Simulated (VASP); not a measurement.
Write the native input for VASP 6.6.1 that does the following.

* Task: single point
* Functional: PBE
* Potentials or basis: VASP PAW PBE potentials, release 64 (Hg, I, Cl)
* Cutoff: 520 eV
* k mesh: 10 × 10 × 8
* Occupations: gaussian, width 0.1 eV
* Spin: no spin polarisation
* Dipole correction: no
* Further INCAR settings: ALGO = Normal; EDIFF = 1e-06; NBANDS = 27

The structure of Hg2ICl lies in POSCAR:

```
Hg2ICl
1.0
    5.1221818960      0.0000000000      0.0000000000
    0.0000000000      5.1221818960      0.0000000000
    0.0000000000      0.0000000000      5.6156338918
Hg I Cl
2 1 1
Direct
    0.0000000000      0.0000000000      0.0000000000
    0.5000000000      0.5000000000      0.5000000000
    0.5000000000      0.5000000000      0.0000000000
    0.0000000000      0.0000000000      0.5000000000
```

The cell was generated, and may not be a known phase.

One way to write it, as run:

INCAR

```
ALGO     = Normal         # electronic algorithm
EDIFF    = 1E-6           # SCF threshold, eV
ENCUT    = 520            # plane-wave cutoff, eV
GGA      = PE             # functional
ISIF     = 2              # what is computed and relaxed
ISMEAR   = 0              # smearing method
LASPH    = True           # aspherical terms in the spheres
LCHARG   = True           # write CHGCAR
LELF     = True           # ELF
LREAL    = False          # projectors in reciprocal space
LVHAR    = True         
LWAVE    = False          # write WAVECAR
NBANDS   = 27             # bands
NELM     = 100            # most SCF steps
PREC     = Accurate       # precision mode
SIGMA    = 0.1            # smearing width, eV
```

KPOINTS

```
k-points
0
Gamma
  10 10 8
```

Potentials or basis: VASP PAW PBE potentials, release 64 (Hg, I, Cl).

Launch:

```sh
$ cat potpaw_PBE.64/Hg/POTCAR potpaw_PBE.64/I/POTCAR potpaw_PBE.64/Cl/POTCAR > POTCAR
$ mpirun -np 1 vasp_std > vasp.out
```

Results of the run:

| Item | Value |
| --- | --- |
| Pressure | 0.0 GPa |
| Band gap on the k mesh | zero (bands 19 and 20 overlap by 3.50 eV) |

Caveat: spin-orbit coupling is left out, which moves the levels of the heavy elements.

Wall time 5.3 min on 1 thread of Intel(R) Xeon(R) Platinum 8488C (Sapphire Rapids) (shared host), peak memory 0.52 GiB.
